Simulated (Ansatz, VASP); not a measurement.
## ScCu: VASP beside Ansatz

```
Sc Cu
1.0
     3.23415    0.00000    0.00000
     0.00000    3.23415    0.00000
     0.00000    0.00000    3.23415
Sc Cu
1 1
Cartesian
  1.6171 1.6171 1.6171
  0.0000 0.0000 0.0000
```

Change from the starting cell: volume scaled by 0.98.

Alike in both runs: task single point; functional LDA; k mesh 11 × 11 × 11; occupations fermi-dirac, width 0.05 eV; no spin polarisation.

|  | VASP | Ansatz |
| --- | --- | --- |
| version | VASP 6.6.1 | Ansatz 0.2.0 |
| potentials or method | VASP PAW LDA potentials, release 64 (Sc_sv, Cu), cutoff 520 eV | all-electron LAPW, scalar-relativistic |

|  | VASP | Ansatz | Ansatz less VASP |
| --- | --- | --- | --- |
| pressure (GPa) | -5.4 | -6.0 | -0.66 |

LDA's correlation is that of Perdew and Zunger in VASP and of Perdew and Wang (1992) in Ansatz. Ansatz ran all-electron here, and VASP with PAW potentials.
